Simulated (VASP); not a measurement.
# TePb (I4/mmm) in VASP: a series of runs, part 3 of 3

VASP 6.6.1. Earlier steps stand in the parts before.

## (5) Electric field gradients, PBEsol (zz strain of +1 %)

INCAR

```
SYSTEM = TePb
PREC     = Accurate       ! precision mode
ENCUT    = 520            ! plane-wave cutoff, eV
EDIFF    = 1E-8           ! SCF threshold, eV
ISMEAR   = -1             ! smearing method
SIGMA    = 0.03           ! smearing width, eV
LREAL    = .False.        ! projectors in reciprocal space
LASPH    = .True.         ! aspherical terms in the spheres
NELM     = 60             ! most SCF steps
ALGO     = Normal         ! electronic algorithm
ISIF     = 2              ! what is computed and relaxed
LWAVE    = .False.        ! write WAVECAR
LCHARG   = .False.        ! write CHGCAR
GGA      = PS             ! functional
LEFG     = .True.       
NBANDS   = 17             ! bands
```

KPOINTS

```
regular mesh
0
Gamma
  10 10 10
  0 0 0
```

POSCAR

```
TePb
1.0
    0.0000000000      3.2270000000      3.2592700000
    3.2270000000      0.0000000000      3.2592700000
    3.2270000000      3.2270000000      0.0000000000
Te Pb
1 1
Direct
    0.5000000000      0.5000000000      0.5000000000
    0.0000000000      0.0000000000      0.0000000000
```

Potentials or basis: VASP PAW PBE potentials, release 64 (Te, Pb_d).

Started as:

```sh
$ cat potpaw_PBE.64/Te/POTCAR potpaw_PBE.64/Pb_d/POTCAR > POTCAR
$ mpirun -np 1 vasp_std > vasp.out
```

OUTCAR:

```text
SYSTEM = TePb
   PREC = Accurate
   ENCUT = 520
   EDIFF = 1E-8
   ISMEAR = -1
   LREAL = .False.
   LASPH = .True.
   NELM = 60
   ISIF = 2
   GGA = PS

 ion  position               nearest neighbor table
   1  0.500  0.500  0.500-   2 3.23   2 3.23   2 3.23   2 3.23   2 3.26   2 3.26
   2  0.000  0.000  0.000-   1 3.23   1 3.23   1 3.23   1 3.23   1 3.26   1 3.26

  LATTYP: Found a body centered tetragonal cell.
 ALAT       =     4.5636671658
 C/A-ratio  =     1.4283556980

  Lattice vectors:

 A1 = (  -3.2270000000,   0.0000000000,   3.2592700000)
 A2 = (   3.2270000000,   0.0000000000,   3.2592700000)
 A3 = (   0.0000000000,   3.2270000000,  -3.2592700000)

Analysis of symmetry for initial positions (statically):
=====================================================================
 Subroutine PRICEL returns:
 Original cell was already a primitive cell.

 Routine SETGRP: Setting up the symmetry group for a
[... 671 lines left out ...]
      direct lattice vectors                 reciprocal lattice vectors
     0.000000000  3.227000000  3.259270000    -0.154942671  0.154942671  0.153408585
     3.227000000  0.000000000  3.259270000     0.154942671 -0.154942671  0.153408585
     3.227000000  3.227000000  0.000000000     0.154942671  0.154942671 -0.153408585

 POSITION                                       TOTAL-FORCE (eV/Angst)
 -----------------------------------------------------------------------------------
      3.22700      3.22700      3.25927        -0.000000      0.000000      0.000000
      0.00000      0.00000      0.00000         0.000000     -0.000000     -0.000000
 -----------------------------------------------------------------------------------
    total drift:                               -0.000000      0.000000      0.000000

  FREE ENERGIE OF THE ION-ELECTRON SYSTEM (eV)
  ---------------------------------------------------
  free  energy   TOTEN  =        -8.2556641961 eV

  energy  without entropy=       -8.2556641182  energy(sigma->0) =       -8.25566416

 Electric field gradients (V/A^2)
---------------------------------------------------------------------
 ion       V_xx      V_yy      V_zz      V_xy      V_xz      V_yz
---------------------------------------------------------------------
   1      -2.258    -2.258     4.515    -0.000    -0.000    -0.000
   2     -15.884   -15.884    31.767     0.000     0.000     0.000
---------------------------------------------------------------------

 Electric field gradients after diagonalization (V/A^2)
 (convention: |V_zz| > |V_xx| > |V_yy|)
----------------------------------------------------------------------
 ion       V_xx      V_yy      V_zz     asymmetry (V_yy - V_xx)/ V_zz
----------------------------------------------------------------------
   1      -2.258    -2.257     4.515       0.000
   2     -15.884   -15.883    31.767       0.000
----------------------------------------------------------------------

           NMR quadrupolar parameters

 Cq : quadrupolar parameter    Cq=e*Q*V_zz/h
 eta: asymmetry parameters     (V_yy - V_xx)/ V_zz
 Q  : nuclear electric quadrupole moment in mb (millibarn)
----------------------------------------------------------------------
 ion       Cq(MHz)       eta       Q (mb)
----------------------------------------------------------------------
   1       0.011       0.000       1.000
   2       0.077       0.000       1.000
----------------------------------------------------------------------
```

OSZICAR:

```text
N       E                     dE             d eps       ncg     rms          rms(c)
DAV:   1     0.151733495137E+03    0.15173E+03   -0.91053E+03  3478   0.113E+03
DAV:   2     0.206030019371E+01   -0.14967E+03   -0.14497E+03  3623   0.294E+02
DAV:   3    -0.810291640584E+01   -0.10163E+02   -0.10114E+02  4601   0.831E+01
DAV:   4    -0.836832793903E+01   -0.26541E+00   -0.26527E+00  4435   0.152E+01
DAV:   5    -0.837872174965E+01   -0.10394E-01   -0.10393E-01  4997   0.273E+00    0.328E+00
DAV:   6    -0.826117536328E+01    0.11755E+00   -0.25389E-01  5104   0.374E+00    0.202E+00
DAV:   7    -0.825537209356E+01    0.58033E-02   -0.73627E-02  4547   0.141E+00    0.879E-01
DAV:   8    -0.825577666904E+01   -0.40458E-03   -0.85776E-03  4409   0.928E-01    0.121E-01
DAV:   9    -0.825566069111E+01    0.11598E-03   -0.12266E-03  5290   0.347E-01    0.473E-02
DAV:  10    -0.825566242266E+01   -0.17315E-05   -0.10815E-04  4626   0.879E-02    0.225E-02
DAV:  11    -0.825566430634E+01   -0.18837E-05   -0.18143E-05  4524   0.291E-02    0.108E-02
DAV:  12    -0.825566439378E+01   -0.87436E-07   -0.97431E-07  4533   0.996E-03    0.755E-03
DAV:  13    -0.825566417648E+01    0.21730E-06   -0.15308E-07  4635   0.326E-03    0.339E-03
DAV:  14    -0.825566419843E+01   -0.21944E-07   -0.14085E-07  4772   0.308E-03    0.474E-04
DAV:  15    -0.825566419613E+01    0.22924E-08   -0.10856E-08  2549   0.666E-04
   1 F= -.82556642E+01 E0= -.82556642E+01  d E =-.779232E-07
```

Run time: 2.6 min. Hardware: 1 thread of Intel Xeon 8259CL, shared host; peak memory 0.29 GiB.

What came out:

```yaml
Free_energy: -8.2557 eV
Pressure: -0.7 GPa
Band_gap_on_the_k_mesh: 0.68 eV
Largest_electric_field_gradient_by_atom: Te +4.5; Pb +31.8 V/Å²
```

Levels at points of the mesh, in eV from the valence-band top:
```
           k point  band 7  band 8  band 9  band 10  band 11  band 12  band 13  band 14
(0.00, 0.00, 0.00)   -5.63   -1.34   -1.34    -1.24     3.90     4.13     4.13     5.73
(0.50, 0.00, 0.00)   -8.57   -0.87   -0.84     0.00     0.68     1.24     1.28     8.28
(0.50, 0.50, 0.00)   -7.25   -4.46   -2.75    -2.75     3.26     5.47     5.47     6.55
(0.50, 0.00, 0.50)   -7.32   -4.48   -2.83    -2.72     3.23     5.30     5.55     6.70
```

Electric field gradients, principal values (V/Å²):
| atom | least | middle | greatest (by size) |
| --- | --- | --- | --- |
| 1 Te | -2.257 | -2.258 | 4.515 |
| 2 Pb | -15.883 | -15.884 | 31.767 |

Caveat: the cell differs from its parent crystal (zz strain of +1 %); without QUAD_EFG the Cq values of the log hold for a quadrupole moment of 1 mb, not for the nuclei; the PAW data sets were made with another functional, which shifts forces and pressure a little; spin-orbit coupling is left out, which moves the levels of the heavy elements. A k mesh can miss the band edges.

## (6) Overview

| cell | gap on the mesh (eV) | pressure (GPa) |
| --- | --- | --- |
| a = 4.518, b = 4.518, c = 4.564 Å, angles 59.7, 59.7, 60.7°, 2 atoms | 0.59 | 0.7 |
| a = 4.541, b = 4.541, c = 4.564 Å, angles 59.8, 59.8, 60.3°, 2 atoms | 0.63 | 0.2 |
| a = 4.587, b = 4.587, c = 4.564 Å, angles 60.2, 60.2, 59.7°, 2 atoms | 0.68 | -0.7 |

Alike in all rows: task electric field gradients; level PBEsol; potentials or basis VASP PAW PBE potentials, release 64 (Te, Pb_d); no spin polarisation; k mesh 10 × 10 × 10; cutoff (eV) 520; smearing fermi-dirac 0.03 eV.

Caveats: the PAW data sets were made with another functional, which shifts forces and pressure a little; spin-orbit coupling is left out, which moves the levels of the heavy elements.

Absolute energies hang on the potentials; compare differences alone.
